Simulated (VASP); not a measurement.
# BeTe (F-43m) in VASP: notebook

Runs on BeTe. Level: LDA. Tasks: relaxation of cell and atoms.

All numbers are computed with VASP 6.6.1; they aren't measurements. Logs are shortened: lines on timing, memory, paths and dates and some standing lists are left out, and cuts for length are marked.

### 1 The cell of the first run

Symmetry: F-43m, No. 216, cubic system. Conventional cell: a = 5.554 Å, b = 5.554 Å, c = 5.554 Å, α = 90.00°, β = 90.00°, γ = 90.00°. Within 3.2 Å of Be (site symmetry -43m) lie 4 Te at 2.41 Å. Te (site symmetry -43m) has 4 Be at 2.41 Å within 3.2 Å.

### 2 Relaxation of cell and atoms, LDA, target pressure 2 GPa, at which the enthalpy is minimised

Input file INCAR:

```
PREC = Accurate ; ENCUT = 600
EDIFF = 1E-6 ; ISMEAR = 0
SIGMA = 0.01 ; LREAL = F
LASPH = T ; NELM = 80
ALGO = Normal ; ISIF = 3
LWAVE = F ; LCHARG = F
IBRION = 2 ; NSW = 100
EDIFFG = -0.002 ; PSTRESS = 20.0
```

Input file KPOINTS:

```
Automatic mesh
0
Gamma
  8 8 8
```

Input file POSCAR:

```
BeTe
1.0
    2.7772249638      2.7772249638      0.0000000000
   -2.7772249638      2.7772249638      0.0000000000
    0.0000000000      2.7772249638      2.7772249638
Be Te
1 1
Direct
    0.0000000000      0.0000000000      0.0000000000
    0.7500000000      0.2500000000      0.5000000000
```

Potentials or basis: VASP PAW LDA potentials, release 64 (Be, Te).

Started as:

```sh
$ cat potpaw_LDA.64/Be/POTCAR potpaw_LDA.64/Te/POTCAR > POTCAR
$ mpirun -np 1 vasp_std > vasp.out
```

OUTCAR:

```text
PREC = Accurate
   ENCUT = 600
   EDIFF = 1E-6
   ISMEAR = 0
   LREAL = F
   LASPH = T
   NELM = 80
   ISIF = 3
   IBRION = 2
   NSW = 100
   EDIFFG = -0.002
   PSTRESS = 20.0

 ion  position               nearest neighbor table
   1  0.000  0.000  0.000-   2 2.41   2 2.41   2 2.41   2 2.41
   2  0.750  0.250  0.500-   1 2.41   1 2.41   1 2.41   1 2.41

  LATTYP: Found a face centered cubic cell.
 ALAT       =     5.5544499276

  Lattice vectors:

 A1 = (   0.0000000000,   2.7772249638,   2.7772249638)
 A2 = (   2.7772249638,   0.0000000000,   2.7772249638)
 A3 = (   2.7772249638,   2.7772249638,   0.0000000000)

Analysis of symmetry for initial positions (statically):
=====================================================================
 Subroutine PRICEL returns:
 Original cell was already a primitive cell.

 Routine SETGRP: Setting up the symmetry group for a
 face centered cubic supercell.

 Subroutine GETGRP returns: Found 24 space group operations
 (whereof 24 operations were pure point group operations)
 out of a pool of 48 trial point group operations.

The static configuration has the point symmetry T_d .

Analysis of symmetry for dynamics (positions and initial velocities):
=====================================================================
 Subroutine PRICEL returns:
 Original cell was already a primitive cell.

 Routine SETGRP: Setting up the symmetry group for a
 face centered cubic supercell.

 Subroutine GETGRP returns: Found 24 space group operations
 (whereof 24 operations were pure point group operations)
 out of a pool of 48 trial point group operations.

The dynamic configuration has the point symmetry T_d .

 Subroutine INISYM returns: Found 24 space group operations
 (whereof 24 operations are pure point group operations),
 and found     1 'primitive' translations

----------------------------------------------------------------------------------------

                                     Primitive cell

  volume of cell :      42.8414

  direct lattice vectors                    reciprocal lattice vectors
     2.777224964  2.777224964  0.000000000     0.180035829  0.180035829 -0.180035829
    -2.777224964  2.777224964  0.000000000    -0.180035829  0.180035829 -0.180035829
     0.000000000  2.777224964  2.777224964     0.000000000  0.000000000  0.360071659

  length of vectors
     3.927589210  3.927589210  3.927589210     0.311831204  0.311831204  0.360071659

  position of ions in fractional coordinates (direct lattice)
     0.000000000  0.000000000  0.000000000
     0.750000000  0.250000000  0.500000000

  ion indices of the primitive-cell ions
   primitive index   ion index
                 1           1
                 2           2

----------------------------------------------------------------------------------------

 KPOINTS: Automatic mesh

Automatic generation of k-mesh.
 Grid dimensions read from file:
 generate k-points for:    8    8    8

 Generating k-lattice:

  Cartesian coordinates                     Fractional coordinates (reciprocal lattice)
     0.022504479  0.022504479 -0.022504479     0.125000000  0.000000000  0.000000000
    -0.022504479  0.022504479 -0.022504479     0.000000000  0.125000000  0.000000000
     0.000000000  0.000000000  0.045008957     0.000000000  0.000000000  0.125000000

  Length of vectors
     0.038978900  0.038978900  0.045008957

  Shift w.r.t. Gamma in fractional coordinates (k-lattice)
     0.000000000  0.000000000  0.000000000

 Subroutine IBZKPT returns following result:
 ===========================================

 Found     29 irreducible k-points:

 Following reciprocal coordinates:
            Coordinates               Weight
  0.000000  0.000000  0.000000      1.000000
  0.125000  0.000000  0.000000      8.000000
  0.250000  0.000000  0.000000      8.000000
  0.375000  0.000000  0.000000      8.000000
  0.500000  0.000000  0.000000      4.000000
  0.125000  0.125000  0.000000     12.000000
[... 16 lines left out ...]
  0.375000  0.250000  0.125000     48.000000
  0.500000  0.250000  0.125000     24.000000
 [... further k-points ...]
   k-points           NKPTS =     29   k-points in BZ     NKDIM =     29   number of bands    NBANDS=      8
   number of dos      NEDOS =    301   number of ions     NIONS =      2
   total plane-waves  NPLWV =  32768
   dimension x,y,z NGX =    32 NGY =   32 NGZ =   32
   dimension x,y,z NGXF=    64 NGYF=   64 NGZF=   64
   ions per type =               1   1
   NGX,Y,Z   is equivalent  to a cutoff of  13.54, 13.54, 13.54 a.u.
   NGXF,Y,Z  is equivalent  to a cutoff of  27.09, 27.09, 27.09 a.u.
 SYSTEM =  unknown system
   PREC   = accura    normal or accurate (medium, high low for compatibility)
   ISTART =      0    job   : 0-new  1-cont  2-samecut
   ICHARG =      2    charge: 1-file 2-atom 10-const
   ISPIN  =      1    spin polarized calculation?
   LNONCOLLINEAR =      F non collinear calculations
   LSORBIT =      F    spin-orbit coupling
   LASPH  =      T    aspherical Exc in radial PAW
   ENCUT  =  600.0 eV  44.10 Ry    6.64 a.u.   7.84  7.84  7.84*2*pi/ulx,y,z
   NELM   =     80;   NELMIN=  2; NELMDL= -5     # of ELM steps
   EDIFF  = 0.1E-05   stopping-criterion for ELM
   LREAL  =      F    real-space projection
   EDIFFG = -.2E-02   stopping-criterion for IOM
   NSW    =    100    number of steps for IOM
   IBRION =      2    ionic relax: 0-MD 1-quasi-New 2-CG
   NFREE  =      1    steps in history (QN), initial steepest desc. (CG)
   ISIF   =      3    stress and relaxation
   ISYM   =      2    0-nonsym 1-usesym 2-fastsym
   POTIM  = 0.5000    time-step for ionic-motion
   TEBEG  =    0.0;   TEEND  =   0.0 temperature during run
   PSTRESS=   20.0 pullay stress
   NELECT =       8.0000    total number of electrons
   NUPDOWN=      -1.0000    fix difference up-down
   EMIN   =  10.00;   EMAX   =-10.00  energy-range for DOS
   EFERMI =   0.00;   METHOD = LEGACY
   ISMEAR =     0;   SIGMA  =   0.01  broadening in eV -4-tet -1-fermi 0-gaus
   EFERMI_NEDOS =   21; number of points for ismear=-14 and -15
   IALGO  =     38    algorithm
   IMIX   =      4    mixing-type and parameters
     AMIX     =   0.40;   BMIX     =  1.00
     AMIX_MAG =   1.60;   BMIX_MAG =  1.00
  volume/ion in A,a.u.               =      21.42       144.55
  Fermi-wavevector in a.u.,A,eV,Ry     =   0.935730  1.768273 11.913127  0.875590
  Thomas-Fermi vector in A             =   2.062667
   LORBIT       =      0    0 simple, 1 ext, 2 COOP (PROOUT), +10 PAW based schemes
   GGA     = CA    functional components
   LHFCALC =     F    Hartree Fock is set to
   AEXX    =    0.0000 exact exchange contribution
   IVDW    =     0    specifies the selected vdW correction
   LEPSILON=     F    determine dielectric tensor
   LRPA    =     F    only Hartree local field effects (RPA)
 conjugate gradient relaxation of ions
 non-spin polarized calculation
 Gauss-broadening in eV      SIGMA  =   0.01
  energy-cutoff  :      600.00
  volume of cell :       42.84
 maximum number of plane-waves:      1459
   NGX = 15   NGY = 15   NGZ = 15

--------------------------------------- Ionic step        1  -------------------------------------------

 number of electron       8.0000000 magnetization

 Free energy of the ion-electron system (eV)
  ---------------------------------------------------
  ext. energy  EPLUGINS =         0.00000000
  ---------------------------------------------------
  free energy    TOTEN  =        -8.72654740 eV

  energy without entropy =       -8.72654740  energy(sigma->0) =       -8.72654740

------------------------ aborting loop because EDIFF is reached ----------------------------------------

  FORCE on cell =-STRESS in cart. coord.  units (eV):
  Direction    XX          YY          ZZ          XY          YZ          ZX
  --------------------------------------------------------------------------------------
  -------------------------------------------------------------------------------------
  Total        0.0743592      0.0743592      0.0743592     -0.0000000      0.0000000      0.0000000
  in kB        2.7808783      2.7808783      2.7808783     -0.0000000      0.0000000      0.0000000
  external PRESSURE =     -17.2191217 kB  Pullay stress =      20.0000000 kB

 VOLUME and BASIS-vectors are now :
 -----------------------------------------------------------------------------
  energy-cutoff  :      600.00
  volume of cell :       42.84
      direct lattice vectors                 reciprocal lattice vectors
     2.777224964  2.777224964  0.000000000     0.180035829  0.180035829 -0.180035829
    -2.777224964  2.777224964  0.000000000    -0.180035829  0.180035829 -0.180035829
     0.000000000  2.777224964  2.777224964     0.000000000  0.000000000  0.360071659
[... 46 lines left out ...]
  FREE ENERGIE OF THE ION-ELECTRON SYSTEM (eV)
  ---------------------------------------------------
  free  energy   TOTEN  =        -8.7141679472 eV

  energy  without entropy=       -8.7141679472  energy(sigma->0) =       -8.71416795

  enthalpy is  TOTEN    =        -8.1970000295 eV   P V=        0.5171679177

--------------------------------------- Ionic step        3  -------------------------------------------

 number of electron       8.0000000 magnetization

 Free energy of the ion-electron system (eV)
  ---------------------------------------------------
  ext. energy  EPLUGINS =         0.00000000
  ---------------------------------------------------
  free energy    TOTEN  =        -8.71904836 eV

  energy without entropy =       -8.71904836  energy(sigma->0) =       -8.71904836

 E-fermi :   5.7846     XC(G=0):  -9.5308

 val. band max:        5.7203384380   @ k =   0.0000   0.0000   0.0000
 cond. band min:       7.4264623985   @ k =   0.5000   0.5000   0.0000
 fundamental gap:      1.7061239605
 Fermi energy:         5.7845911592

 k-point     1 :       0.0000    0.0000    0.0000
  band No.  band energies     occupation
      1      -7.0553      2.00000
      2       5.7203      2.00000
      3       5.7203      2.00000
      4       5.7203      2.00000
      5       9.2453      0.00000
      6       9.2453      0.00000
      7       9.2453      0.00000
      8       9.9454      0.00000

 k-point     2 :       0.1250    0.0000    0.0000
  band No.  band energies     occupation
      1      -6.8939      2.00000
      2       4.3125      2.00000
      3       5.4544      2.00000
      4       5.4544      2.00000
      5       9.3097      0.00000
      6       9.6215      0.00000
      7       9.6215      0.00000
      8      11.1776      0.00000
[... 221 lines left out ...]
 k-point    23 :       0.3750    0.2500    0.1250
  band No.  band energies     occupation
      1      -5.5502      2.00000
      2       0.7666      2.00000
      3       2.6890      2.00000
      4       3.8600      2.00000
      5       9.6935      0.00000
      6      10.4372      0.00000
      7      11.7009      0.00000
      8      12.7641      0.00000

 k-point    24 :       0.5000    0.2500    0.1250
  band No.  band energies     occupation
      1      -5.2809      2.00000
      2       0.2120      2.00000
      3       2.5854      2.00000
      4       3.6106      2.00000
      5       9.8240      0.00000
      6      10.1584      0.00000
      7      12.5480      0.00000
      8      13.6092      0.00000

 [... further k-points ...]

------------------------ aborting loop because EDIFF is reached ----------------------------------------

  FORCE on cell =-STRESS in cart. coord.  units (eV):
  Direction    XX          YY          ZZ          XY          YZ          ZX
  --------------------------------------------------------------------------------------
  -------------------------------------------------------------------------------------
  Total        0.5238623      0.5238623      0.5238623      0.0000000      0.0000000      0.0000000
  in kB       20.0939348     20.0939348     20.0939348      0.0000000      0.0000000      0.0000000
  external PRESSURE =       0.0939348 kB  Pullay stress =      20.0000000 kB

 VOLUME and BASIS-vectors are now :
 -----------------------------------------------------------------------------
  energy-cutoff  :      600.00
  volume of cell :       41.77
      direct lattice vectors                 reciprocal lattice vectors
     2.753875179  2.753875179 -0.000000000     0.181562332  0.181562332 -0.181562332
    -2.753875179  2.753875179 -0.000000000    -0.181562332  0.181562332 -0.181562332
    -0.000000000  2.753875179  2.753875179    -0.000000000  0.000000000  0.363124664

 POSITION                                       TOTAL-FORCE (eV/Angst)
 -----------------------------------------------------------------------------------
      0.00000      0.00000      0.00000         0.000000      0.000000      0.000000
      1.37694      4.13081      1.37694        -0.000000     -0.000000      0.000000
 -----------------------------------------------------------------------------------
    total drift:                               -0.000000     -0.000000      0.000000

  FREE ENERGIE OF THE ION-ELECTRON SYSTEM (eV)
  ---------------------------------------------------
  free  energy   TOTEN  =        -8.7190483625 eV

  energy  without entropy=       -8.7190483625  energy(sigma->0) =       -8.71904836

  enthalpy is  TOTEN    =        -8.1976349916 eV   P V=        0.5214133709

 reached required accuracy - stopping structural energy minimisation
```

It took 23 s on 1 thread of Intel Xeon 8259CL, shared host; peak memory 0.16 GiB.

What came out:

| Item | Value |
| --- | --- |
| Free energy | -8.7190 eV |
| Relaxed volume | 20.88 Å³/atom |
| Relaxed cell | a = 3.895 Å, b = 3.895 Å, c = 3.895 Å, α = 60.00°, β = 60.00°, γ = 90.00° |
| Space group after relaxing (to 0.1 Å) | F-43m (No. 216) |
| Energy change on relaxing (the run minimises the enthalpy) | +3.7 meV/atom |
| Ionic steps | 3 |
| Pressure after relaxing | 2.0 GPa |
| Band gap on the k mesh | 1.71 eV (least direct gap 3.52 eV) |

The path:
| step | energy change (eV) | largest force (eV/Å) | pressure (GPa) | volume (Å³) |
| --- | --- | --- | --- | --- |
| 1 | 0.0000 | 0.0000 | 0.28 | 42.84 |
| 2 | 0.0124 | 0.0000 | 2.59 | 41.43 |
| 3 | 0.0075 | 0.0000 | 2.01 | 41.77 |

Final structure:
```
Be Te
1.0
     2.75388    2.75388    0.00000
    -2.75388    2.75388    0.00000
     0.00000    2.75388    2.75388
Be Te
1 1
Cartesian
  0.0000 0.0000 0.0000
  1.3769 4.1308 1.3769
```

Caveat: the cell is relaxed towards a set pressure, so the run minimises the enthalpy, not the energy; spin-orbit coupling is left out, which moves the levels of the heavy elements.

### 3 Relaxation of cell and atoms, LDA, target pressure 4 GPa, at which the enthalpy is minimised

Input file INCAR:

```
  PREC = Accurate
  ENCUT = 600
  EDIFF = 1E-6
  ISMEAR = 0
  SIGMA = 0.01
  LREAL = F
  LASPH = T
  NELM = 100
  ALGO = Normal
  ISIF = 3
  LWAVE = F
  LCHARG = F
  GGA = CA
  IBRION = 2
  NSW = 100
  EDIFFG = -0.002
  PSTRESS = 40.0
```

KPOINTS is that of step 2.

POSCAR is that of step 2.

Potentials or basis: VASP PAW LDA potentials, release 64 (Be, Te).

Started as:

```sh
$ cat potpaw_LDA.64/Be/POTCAR potpaw_LDA.64/Te/POTCAR > POTCAR
$ mpirun -np 1 vasp_std > vasp.out
```

Run time: 71 s. Hardware: 1 thread of Intel Xeon 8259CL, shared host; peak memory 0.16 GiB.

Results (log left out):

| Property | Result |
| --- | --- |
| Free energy | -8.6986 eV |
| Relaxed volume | 20.34 Å³/atom |
| Relaxed cell | a = 3.860 Å, b = 3.860 Å, c = 3.860 Å, α = 60.00°, β = 60.00°, γ = 90.00° |
| Space group after relaxing (to 0.1 Å) | F-43m (No. 216) |
| Energy change on relaxing (the run minimises the enthalpy) | +14.0 meV/atom |
| Ionic steps | 16 |
| Pressure after relaxing | 4.0 GPa |
| Band gap on the k mesh | 1.64 eV (least direct gap 3.50 eV) |

Step by step:
```tsv
step	energy change (eV)	largest force (eV/Å)	pressure (GPa)	volume (Å³)
1	0.0000	0.0000	0.28	42.84
2	0.0535	0.0000	5.73	39.83
3	0.0279	0.0000	4.02	40.68
4	0.0268	0.0000	3.93	40.72
5	0.0268	0.0000	3.92	40.72
6	0.0269	0.0000	3.92	40.71
7	0.0269	0.0000	3.93	40.71
8	0.0269	0.0000	3.93	40.71
9	0.0269	0.0000	3.93	40.71
10	0.0269	0.0000	3.93	40.71
11	0.0269	0.0000	3.93	40.71
12	0.0270	0.0000	3.93	40.71
13	0.0270	0.0000	3.93	40.71
14	0.0272	0.0000	3.94	40.70
15	0.0274	0.0000	3.97	40.69
16	0.0279	0.0000	4.01	40.67
```

Final structure:
```yaml
crystal:
  lattice:
    - [2.72957, 2.72957, 0.00000]
    - [-2.72957, 2.72957, 0.00000]
    - [0.00000, 2.72957, 2.72957]
  atoms:
    - { symbol: Be, position: [0.00000, 0.00000, 0.00000] }
    - { symbol: Te, position: [0.75000, 0.25000, 0.50000] }
```

Levels at points of the mesh, in eV from the valence-band top:
| k point | band 1 | band 2 | band 3 | band 4 | band 5 | band 6 | band 7 | band 8 |
| --- | --- | --- | --- | --- | --- | --- | --- | --- |
| (0.00, 0.00, 0.00) | -12.97 | 0.00 | 0.00 | 0.00 | 3.50 | 3.50 | 3.50 | 4.43 |
| (0.50, 0.00, 0.00) | -11.39 | -6.16 | -1.30 | -1.30 | 3.32 | 4.51 | 4.51 | 7.60 |
| (0.50, 0.50, 0.00) | -10.81 | -5.60 | -3.01 | -3.01 | 1.64 | 2.51 | 10.19 | 10.19 |

Caveat: the cell is relaxed towards a set pressure, so the run minimises the enthalpy, not the energy; spin-orbit coupling is left out, which moves the levels of the heavy elements.

### 4 Relaxation of cell and atoms, LDA, target pressure 7 GPa, at which the enthalpy is minimised

Changes to INCAR since step 3:

```diff
@@ -7,3 +7,3 @@
   LASPH = T
-  NELM = 100
+  NELM = 60
   ALGO = Normal
@@ -16,2 +16,2 @@
   EDIFFG = -0.002
-  PSTRESS = 40.0
+  PSTRESS = 70.0
```

Input file KPOINTS:

```
regular mesh
0
Gamma
  8 8 8
```

POSCAR is that of step 3.

Started as:

```sh
$ cat potpaw_LDA.64/Be/POTCAR potpaw_LDA.64/Te/POTCAR > POTCAR
$ mpirun -np 1 vasp_std > vasp.out
```

It took 33 s on 1 thread of Intel Xeon 8259CL, shared host; peak memory 0.17 GiB.

It converged, with:

```
Free energy                                                : -8.6507 eV
Relaxed volume                                             : 19.63 Å³/atom
Relaxed cell                                               : a = 3.815 Å, b = 3.815 Å, c = 3.815 Å, α = 60.00°, β = 60.00°, γ = 90.00°
Space group after relaxing (to 0.1 Å)                      : F-43m (No. 216)
Energy change on relaxing (the run minimises the enthalpy) : +37.9 meV/atom
Ionic steps                                                : 3
Pressure after relaxing                                    : 7.0 GPa
Band gap on the k mesh                                     : 1.54 eV (least direct gap 3.46 eV)
```

Step by step:
```tsv
step	energy change (eV)	largest force (eV/Å)	pressure (GPa)	volume (Å³)
1	0.0000	0.0000	0.28	42.84
2	0.1766	0.0000	11.50	37.51
3	0.0758	0.0000	6.99	39.27
```

Final structure:
```
Be Te
1.0
     2.69776    2.69776    0.00000
    -2.69776    2.69776    0.00000
     0.00000    2.69776    2.69776
Be Te
1 1
Direct
  0.00000 0.00000 0.00000
  0.75000 0.25000 0.50000
```

Levels at points of the mesh, in eV from the valence-band top:
| k point | band 2 | band 3 | band 4 | band 5 | band 6 | band 7 |
| --- | --- | --- | --- | --- | --- | --- |
| (0.00, 0.00, 0.00) | 0.00 | 0.00 | 0.00 | 3.46 | 3.46 | 3.46 |
| (0.50, 0.00, 0.00) | -6.41 | -1.37 | -1.37 | 3.42 | 4.48 | 4.48 |
| (0.50, 0.50, 0.00) | -5.81 | -3.16 | -3.16 | 1.54 | 2.45 | 10.42 |

Caveat: the cell is relaxed towards a set pressure, so the run minimises the enthalpy, not the energy; spin-orbit coupling is left out, which moves the levels of the heavy elements.

### 5 Overview

```tsv
cell	gap on the mesh (eV)	pressure (GPa)
relaxed to 2 GPa	1.71	2.0
relaxed to 4 GPa	1.64	4.0
relaxed to 7 GPa	1.54	7.0
```

Alike in all rows: task relaxation of cell and atoms; level LDA; potentials or basis VASP PAW LDA potentials, release 64 (Be, Te); no spin polarisation; k mesh 8 × 8 × 8; cutoff (eV) 600; smearing gaussian 0.01 eV.

Caveats: the cell is relaxed towards a set pressure, so the run minimises the enthalpy, not the energy; spin-orbit coupling is left out, which moves the levels of the heavy elements.

Absolute energies hang on the potentials; compare differences alone.
